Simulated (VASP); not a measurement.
# Zr3Bi2F3 (R32) in VASP: a series of runs

Runs on Zr3Bi2F3. Level: PBE. Tasks: single point.

Everything below comes from runs of VASP 6.6.1. Logs are shortened: lines on timing, memory, paths and dates and some standing lists are left out, and cuts for length are marked.

### Step 1. The cell of the first run

Symmetry: R32, No. 155, trigonal system. Conventional cell: a = 7.446 Å, b = 7.446 Å, c = 9.655 Å, α = 90.00°, β = 90.00°, γ = 120.00°. Within 3.3 Å of Zr (site symmetry 2) lie 4 F at 2.49 to 2.73 Å and 4 Bi at 2.90 to 3.16 Å and 2 Zr at 3.26 Å. Bi (site symmetry 3) has 6 Zr at 2.90 to 3.16 Å and 1 Bi at 3.05 Å and 6 F at 3.12 to 3.61 Å within 3.8 Å. F (site symmetry 2) has 4 Zr at 2.49 to 2.73 Å and 2 F at 2.54 Å and 2 Bi at 3.12 Å within 3.3 Å.

The cell was generated, and may not be a known phase.

### Step 2. Single point, PBE

Contents of INCAR:

```
PREC     = Accurate       # precision mode
ENCUT    = 520            # plane-wave cutoff, eV
EDIFF    = 1E-6           # SCF threshold, eV
ISMEAR   = 0              # smearing method
SIGMA    = 0.1            # smearing width, eV
LREAL    = F              # projectors in reciprocal space
LASPH    = T              # aspherical terms in the spheres
NELM     = 100            # most SCF steps
ALGO     = Normal         # electronic algorithm
ISIF     = 2              # what is computed and relaxed
LWAVE    = F              # write WAVECAR
LCHARG   = F              # write CHGCAR
GGA      = PE             # functional
NBANDS   = 54             # bands
```

Contents of KPOINTS:

```
regular mesh
0
Gamma
  6 6 6
```

Contents of POSCAR:

```
Zr3Bi2F3
1.0
    3.7228961621      2.1494151014      3.2182894006
   -3.7228961621      2.1494151014      3.2182894006
    0.0000000000     -4.2988302027      3.2182894006
Zr Bi F
3 2 3
Direct
    0.1285478188      0.8714521812      0.5000000000
    0.8714521812      0.5000000000      0.1285478188
    0.5000000000      0.1285478188      0.8714521812
    0.6578665764      0.6578665764      0.6578665764
    0.3421334236      0.3421334236      0.3421334236
    0.1971520996      0.8028479004      0.0000000000
    0.8028479004      0.0000000000      0.1971520996
    0.0000000000      0.1971520996      0.8028479004
```

Potentials or basis: VASP PAW PBE potentials, release 64 (Zr_sv, Bi_d, F).

Command:

```
cat potpaw_PBE.64/Zr_sv/POTCAR potpaw_PBE.64/Bi_d/POTCAR potpaw_PBE.64/F/POTCAR > POTCAR
mpirun -np 1 vasp_std > vasp.out
```

OUTCAR:

```text
PREC = Accurate
   ENCUT = 520
   EDIFF = 1E-6
   ISMEAR = 0
   LREAL = F
   LASPH = T
   NELM = 100
   ISIF = 2
   GGA = PE

 ion  position               nearest neighbor table
   1  0.129  0.871  0.500-   7 2.49   8 2.49   6 2.73   6 2.73   4 2.90   5 2.90   4 3.16   5 3.16
                             3 3.26   2 3.26
   2  0.871  0.500  0.129-   8 2.49   6 2.49   7 2.73   7 2.73   4 2.90   5 2.90   4 3.16   5 3.16
                             1 3.26   3 3.26
   3  0.500  0.129  0.871-   7 2.49   6 2.49   8 2.73   8 2.73   5 2.90   4 2.90   5 3.16   4 3.16
                             1 3.26   2 3.26
   4  0.658  0.658  0.658-   2 2.90   3 2.90   1 2.90   5 3.05   2 3.16   1 3.16   3 3.16
   5  0.342  0.342  0.342-   3 2.90   2 2.90   1 2.90   4 3.05   3 3.16   1 3.16   2 3.16
   6  0.197  0.803  0.000-   2 2.49   3 2.49   1 2.73   1 2.73
   7  0.803  0.000  0.197-   3 2.49   1 2.49   2 2.73   2 2.73
   8  0.000  0.197  0.803-   2 2.49   1 2.49   3 2.73   3 2.73

  LATTYP: Found a trigonal (rhomboedric) cell.
 ALAT       =     5.3700398302
 COS(alpha) =     0.0387489479

  Lattice vectors:

 A1 = (   3.7228961621,   2.1494151014,   3.2182894006)
 A2 = (  -3.7228961621,   2.1494151014,   3.2182894006)
 A3 = (   0.0000000000,  -4.2988302027,   3.2182894006)

Analysis of symmetry for initial positions (statically):
=====================================================================
 Subroutine PRICEL returns:
 Original cell was already a primitive cell.

 Routine SETGRP: Setting up the symmetry group for a
 trigonal (rhombohedral) supercell.

 Subroutine GETGRP returns: Found  6 space group operations
 (whereof  6 operations were pure point group operations)
 out of a pool of 12 trial point group operations.

The static configuration has the point symmetry D_3 .

Analysis of symmetry for dynamics (positions and initial velocities):
=====================================================================
 Subroutine PRICEL returns:
 Original cell was already a primitive cell.

 Routine SETGRP: Setting up the symmetry group for a
 trigonal (rhombohedral) supercell.

 Subroutine GETGRP returns: Found  6 space group operations
 (whereof  6 operations were pure point group operations)
 out of a pool of 12 trial point group operations.

The dynamic configuration has the point symmetry D_3 .

 Subroutine INISYM returns: Found  6 space group operations
 (whereof  6 operations are pure point group operations),
 and found     1 'primitive' translations

----------------------------------------------------------------------------------------

                                     Primitive cell

  volume of cell :     154.5175

  direct lattice vectors                    reciprocal lattice vectors
     3.722896162  2.149415101  3.218289401     0.134304041  0.077540474  0.103574692
    -3.722896162  2.149415101  3.218289401    -0.134304041  0.077540474  0.103574692
     0.000000000 -4.298830203  3.218289401     0.000000000 -0.155080949  0.103574692

  length of vectors
     5.370039830  5.370039830  5.370039830     0.186488116  0.186488116  0.186488116

  position of ions in fractional coordinates (direct lattice)
     0.128547819  0.871452181  0.500000000
     0.871452181  0.500000000  0.128547819
     0.500000000  0.128547819  0.871452181
     0.657866576  0.657866576  0.657866576
     0.342133424  0.342133424  0.342133424
     0.197152100  0.802847900  1.000000000
     0.802847900  0.000000000  0.197152100
     0.000000000  0.197152100  0.802847900

  ion indices of the primitive-cell ions
   primitive index   ion index
                 1           1
                 2           2
                 3           3
                 4           4
                 5           5
                 6           6
                 7           7
                 8           8

----------------------------------------------------------------------------------------

 KPOINTS: regular mesh

Automatic generation of k-mesh.
 Grid dimensions read from file:
 generate k-points for:    6    6    6

 Generating k-lattice:

  Cartesian coordinates                     Fractional coordinates (reciprocal lattice)
     0.022384007  0.012923412  0.017262449     0.166666667  0.000000000 -0.000000000
    -0.022384007  0.012923412  0.017262449     0.000000000  0.166666667 -0.000000000
     0.000000000 -0.025846825  0.017262449    -0.000000000 -0.000000000  0.166666667

  Length of vectors
     0.031081353  0.031081353  0.031081353

  Shift w.r.t. Gamma in fractional coordinates (k-lattice)
     0.000000000  0.000000000  0.000000000

 Subroutine IBZKPT returns following result:
 ===========================================

 Found     32 irreducible k-points:

 Following reciprocal coordinates:
            Coordinates               Weight
  0.000000  0.000000  0.000000      1.000000
  0.166667  0.000000  0.000000      6.000000
  0.333333  0.000000  0.000000      6.000000
  0.500000  0.000000  0.000000      3.000000
  0.166667  0.166667  0.000000      6.000000
  0.333333  0.166667 -0.000000     12.000000
[... 16 lines left out ...]
  0.500000  0.500000  0.166667      6.000000
 -0.333333  0.500000  0.166667     12.000000
 [... further k-points ...]
   k-points           NKPTS =     32   k-points in BZ     NKDIM =     32   number of bands    NBANDS=     54
   number of dos      NEDOS =    301   number of ions     NIONS =      8
   total plane-waves  NPLWV =  64000
   dimension x,y,z NGX =    40 NGY =   40 NGZ =   40
   dimension x,y,z NGXF=    80 NGYF=   80 NGZF=   80
   ions per type =               3   2   3
   NGX,Y,Z   is equivalent  to a cutoff of  12.38, 12.38, 12.38 a.u.
   NGXF,Y,Z  is equivalent  to a cutoff of  24.77, 24.77, 24.77 a.u.
 SYSTEM =  unknown system
   PREC   = accura    normal or accurate (medium, high low for compatibility)
   ISTART =      0    job   : 0-new  1-cont  2-samecut
   ICHARG =      2    charge: 1-file 2-atom 10-const
   ISPIN  =      1    spin polarized calculation?
   LNONCOLLINEAR =      F non collinear calculations
   LSORBIT =      F    spin-orbit coupling
   LASPH  =      T    aspherical Exc in radial PAW
   ENCUT  =  520.0 eV  38.22 Ry    6.18 a.u.   9.98  9.98  9.98*2*pi/ulx,y,z
   NELM   =    100;   NELMIN=  2; NELMDL= -5     # of ELM steps
   EDIFF  = 0.1E-05   stopping-criterion for ELM
   LREAL  =      F    real-space projection
   EDIFFG = 0.1E-04   stopping-criterion for IOM
   NSW    =      0    number of steps for IOM
   IBRION =     -1    ionic relax: 0-MD 1-quasi-New 2-CG
   NFREE  =      0    steps in history (QN), initial steepest desc. (CG)
   ISIF   =      2    stress and relaxation
   ISYM   =      2    0-nonsym 1-usesym 2-fastsym
   POTIM  = 0.5000    time-step for ionic-motion
   TEBEG  =    0.0;   TEEND  =   0.0 temperature during run
   PSTRESS=    0.0 pullay stress
   NELECT =      87.0000    total number of electrons
   NUPDOWN=      -1.0000    fix difference up-down
   EMIN   =  10.00;   EMAX   =-10.00  energy-range for DOS
   EFERMI =   0.00;   METHOD = LEGACY
   ISMEAR =     0;   SIGMA  =   0.10  broadening in eV -4-tet -1-fermi 0-gaus
   EFERMI_NEDOS =   21; number of points for ismear=-14 and -15
   IALGO  =     38    algorithm
   IMIX   =      4    mixing-type and parameters
     AMIX     =   0.40;   BMIX     =  1.00
     AMIX_MAG =   1.60;   BMIX_MAG =  1.00
  volume/ion in A,a.u.               =      19.31       130.34
  Fermi-wavevector in a.u.,A,eV,Ry     =   1.351830  2.554588 24.863888  1.827444
  Thomas-Fermi vector in A             =   2.479219
   LORBIT       =      0    0 simple, 1 ext, 2 COOP (PROOUT), +10 PAW based schemes
   GGA     = PE    functional components
   LHFCALC =     F    Hartree Fock is set to
   AEXX    =    0.0000 exact exchange contribution
   IVDW    =     0    specifies the selected vdW correction
   LEPSILON=     F    determine dielectric tensor
   LRPA    =     F    only Hartree local field effects (RPA)
 non-spin polarized calculation
 Gauss-broadening in eV      SIGMA  =   0.10
  energy-cutoff  :      520.00
  volume of cell :      154.52
 maximum number of plane-waves:      4194
   NGX = 19   NGY = 19   NGZ = 19

 number of electron      86.9999956 magnetization

 Free energy of the ion-electron system (eV)
  ---------------------------------------------------
  ext. energy  EPLUGINS =         0.00000000
  ---------------------------------------------------
  free energy    TOTEN  =       -48.84381238 eV

  energy without entropy =      -48.81671165  energy(sigma->0) =      -48.83026202

 E-fermi :   8.3993     XC(G=0): -10.6675

 val. band max:        8.3649270226   @ k =   0.5000   0.1667   0.0000
 cond. band min:       8.4080110146   @ k =   0.3333   0.1667  -0.0000
 fundamental gap:      0.0430839920
 Fermi energy:         8.3992750668

 k-point     1 :       0.0000    0.0000    0.0000
  band No.  band energies     occupation
      1     -41.9118      2.00000
      2     -41.8802      2.00000
      3     -41.8802      2.00000
      4     -20.0894      2.00000
      5     -20.0894      2.00000
      6     -20.0404      2.00000
[... 46 lines left out ...]
     53      10.4778      0.00000
     54      10.4778      0.00000

 k-point     2 :       0.1667    0.0000    0.0000
  band No.  band energies     occupation
      1     -41.9104      2.00000
      2     -41.8865      2.00000
      3     -41.8754      2.00000
      4     -20.1178      2.00000
      5     -20.0642      2.00000
      6     -20.0423      2.00000
[... 46 lines left out ...]
     53      10.4490      0.00000
     54      10.7210      0.00000

 k-point     3 :       0.3333    0.0000    0.0000
  band No.  band energies     occupation
      1     -41.9064      2.00000
      2     -41.8935      2.00000
      3     -41.8723      2.00000
      4     -20.1407      2.00000
      5     -20.0498      2.00000
      6     -20.0445      2.00000
[... 46 lines left out ...]
     53      10.5278      0.00000
     54      10.6881      0.00000
[... 1084 lines left out ...]
 k-point    23 :       0.5000    0.5000    0.1667
  band No.  band energies     occupation
      1     -41.9075      2.00000
      2     -41.8871      2.00000
      3     -41.8774      2.00000
      4     -20.1804      2.00000
      5     -20.0728      2.00000
      6     -20.0193      2.00000
[... 46 lines left out ...]
     53      10.4869      0.00000
     54      10.6937      0.00000

 k-point    24 :      -0.3333    0.5000    0.1667
  band No.  band energies     occupation
      1     -41.9045      2.00000
      2     -41.8939      2.00000
      3     -41.8736      2.00000
      4     -20.1855      2.00000
      5     -20.0607      2.00000
      6     -20.0300      2.00000
[... 46 lines left out ...]
     53      10.4910      0.00000
     54      10.6833      0.00000

 [... further k-points ...]
[... 5 lines left out ...]
  --------------------------------------------------------------------------------------
  -------------------------------------------------------------------------------------
  Total       -0.1338970     -0.1338970     -0.0569406      0.0000000     -0.0000000      0.0000000
  in kB       -1.3883659     -1.3883659     -0.5904122      0.0000000     -0.0000000      0.0000000
  external PRESSURE =      -1.1223813 kB  Pullay stress =       0.0000000 kB

 VOLUME and BASIS-vectors are now :
 -----------------------------------------------------------------------------
  energy-cutoff  :      520.00
  volume of cell :      154.52
      direct lattice vectors                 reciprocal lattice vectors
     3.722896162  2.149415101  3.218289401     0.134304041  0.077540474  0.103574692
    -3.722896162  2.149415101  3.218289401    -0.134304041  0.077540474  0.103574692
     0.000000000 -4.298830203  3.218289401     0.000000000 -0.155080949  0.103574692

 POSITION                                       TOTAL-FORCE (eV/Angst)
 -----------------------------------------------------------------------------------
     -2.76576      0.00000      4.82743         0.001508     -0.000000     -0.000000
      1.38288      2.39521      4.82743        -0.000754     -0.001306      0.000000
      1.38288     -2.39521      4.82743        -0.000754      0.001306      0.000000
      0.00000      0.00000      6.35162         0.000000      0.000000      0.003272
      0.00000      0.00000      3.30325         0.000000     -0.000000     -0.003272
     -2.25494      2.14942      3.21829        -0.000901     -0.000000      0.000000
      2.98892      0.87813      3.21829         0.000451      0.000780      0.000000
     -0.73398     -3.02755      3.21829         0.000451     -0.000780      0.000000
 -----------------------------------------------------------------------------------
    total drift:                                0.000000     -0.000000      0.000000

  FREE ENERGIE OF THE ION-ELECTRON SYSTEM (eV)
  ---------------------------------------------------
  free  energy   TOTEN  =       -48.8438123778 eV

  energy  without entropy=      -48.8167116523  energy(sigma->0) =      -48.83026202
```

Wall time 4.2 min (1 thread of Intel Xeon Platinum 8488C (Sapphire Rapids), shared host); peak memory 0.36 GiB.

Results:

- Free energy: -48.8438 eV
- Pressure: -0.1 GPa
- Largest force: 0.003 eV/Å
- Band gap on the k mesh: zero (an odd number of electrons rules out a gap without spin polarisation)

Forces in eV/Å, atoms in the order of the input:
```
Zr   0.002  0.000  0.000
Zr  -0.001 -0.001  0.000
Zr  -0.001  0.001  0.000
Bi   0.000  0.000  0.003
Bi   0.000  0.000 -0.003
F   -0.001  0.000  0.000
F    0.000  0.001  0.000
F    0.000 -0.001  0.000
```

Stress tensor (GPa, compression positive):
```
-0.14  0.00  0.00
 0.00 -0.14  0.00
 0.00  0.00 -0.06
```

Caveat: spin-orbit coupling is left out, which moves the levels of the heavy elements; an odd number of electrons without spin polarisation forces a metal; a magnetic or distorted state may lie lower.

### Step 3. Single point, PBE, collinear spin

This run uses another cell than the first one, of 19.37 Å³/atom.

Contents of INCAR:

```
SYSTEM = Zr3Bi2F3
ALGO = Normal
EDIFF = 1E-7
ENCUT = 520
GGA = PE
ISIF = 2
ISMEAR = 0
ISPIN = 2
LASPH = .TRUE.
LCHARG = .TRUE.
LELF = .TRUE.
LMAXMIX = 4
LORBIT = 11
LREAL = .FALSE.
LVHAR = .TRUE.
LWAVE = .FALSE.
MAGMOM = 1 1 1 0 0 0 0 0
NBANDS = 58
NELM = 150
PREC = Accurate
SIGMA = 0.1
```

Contents of KPOINTS:

```
k-points
0
G
  3 3 3
  0 0 0
```

Contents of POSCAR:

```
Zr3Bi2F3
1.0
    3.7282718630      2.1525187637      3.2187380254
   -3.7282718630      2.1525187637      3.2187380254
    0.0000000000     -4.3050375274      3.2187380254
Zr Bi F
3 2 3
Direct
    0.1283911401      0.8716088599      0.5000000000
    0.8716088599      0.5000000000      0.1283911401
    0.5000000000      0.1283911401      0.8716088599
    0.6577426022      0.6577426022      0.6577426022
    0.3422573978      0.3422573978      0.3422573978
    0.1976842714      0.8023157286      0.0000000000
    0.8023157286      0.0000000000      0.1976842714
    0.0000000000      0.1976842714      0.8023157286
```

Potentials or basis: VASP PAW PBE potentials, release 64 (Zr_sv, Bi_d, F).

Command:

```
cat potpaw_PBE.64/Zr_sv/POTCAR potpaw_PBE.64/Bi_d/POTCAR potpaw_PBE.64/F/POTCAR > POTCAR
mpirun -np 1 vasp_std > vasp.out
```

Wall time 2.6 min (1 thread of Intel Xeon Platinum 8488C (Sapphire Rapids), shared host); peak memory 0.33 GiB.

The run converged. Its results:

```yaml
Free_energy: -48.8256 eV
Pressure: -0.3 GPa
Largest_force: 0.011 eV/Å
Net_moment: 0.00 μB per cell
Valence_electrons_inside_the_program's_atomic_spheres: Zr 9.65; Bi 13.11; F 6.05
```

Forces in eV/Å, atoms in the order of the input:
```
Zr   0.002  0.000  0.000
Zr  -0.001 -0.002  0.000
Zr  -0.001  0.002  0.000
Bi   0.000  0.000  0.000
Bi   0.000  0.000  0.000
F   -0.011  0.000  0.000
F    0.005  0.009  0.000
F    0.005 -0.009  0.000
```

Levels at points of the mesh, in eV from the Fermi level:
Spin up:
```
           k point  band 40  band 41  band 42  band 43  band 44  band 45  band 46  band 47
(0.00, 0.00, 0.00)    -2.31    -2.31    -1.77    -0.23     0.53     0.53     0.59     0.82
```
Spin down:
| k point | band 40 | band 41 | band 42 | band 43 | band 44 | band 45 | band 46 | band 47 |
| --- | --- | --- | --- | --- | --- | --- | --- | --- |
| (0.00, 0.00, 0.00) | -2.31 | -2.31 | -1.77 | -0.23 | 0.53 | 0.53 | 0.59 | 0.82 |

Caveat: the k points lie up to 0.39 Å⁻¹ apart; spin-orbit coupling is left out, which moves the levels of the heavy elements.

The gap in the log of VASP goes by the Fermi energy; the results here count the filled bands.